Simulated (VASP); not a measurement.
Write the native input for VASP 6.6.1 that does the following.

```
Task                   : single point
Functional             : LDA
Potentials or basis    : VASP PAW LDA potentials, release 64 (Mg)
Cutoff                 : 520 eV
k mesh                 : 15 × 15 × 15
Occupations            : fermi-dirac, width 0.08 eV
Spin                   : no spin polarisation
Dipole correction      : no
Further INCAR settings : ALGO = Normal; EDIFF = 1e-06; NBANDS = 7
```

The structure of Mg lies in POSCAR:

```
Mg
1.0
   -1.7058065904      1.7058065904      1.7058065904
    1.7058065904     -1.7058065904      1.7058065904
    1.7058065904      1.7058065904     -1.7058065904
Mg
1
Direct
    0.0000000000      0.0000000000      0.0000000000
```

This cell differs from its parent crystal: volume scaled by 0.92.

One way to write it, as run:

INCAR

```
SYSTEM = Mg
PREC = Accurate
ENCUT = 520
EDIFF = 1E-6
ISMEAR = -1
SIGMA = 0.08
LREAL = .False.
LASPH = .True.
NELM = 80
ALGO = Normal
ISIF = 2
LWAVE = .False.
LCHARG = .True.
GGA = CA
LELF = .True.
LVHAR = .True.
NBANDS = 7
```

KPOINTS

```
Automatic mesh
0
Gamma
  15 15 15
  0 0 0
```

Potentials or basis: VASP PAW LDA potentials, release 64 (Mg).

Command:

```bash
$ cat potpaw_LDA.64/Mg/POTCAR > POTCAR
$ mpirun -np 1 vasp_std > vasp.out
```

It gave:

| Property | Result |
| --- | --- |
| Pressure | 3.5 GPa |
| Band gap on the k mesh | zero (band 1 reaches 6.16 eV, above the bottom of band 2 at 2.45 eV) |

It took 3.9 s on 1 thread of Intel(R) Xeon(R) 6975P-C (Granite Rapids), with other jobs on the host, peak memory 0.13 GiB.
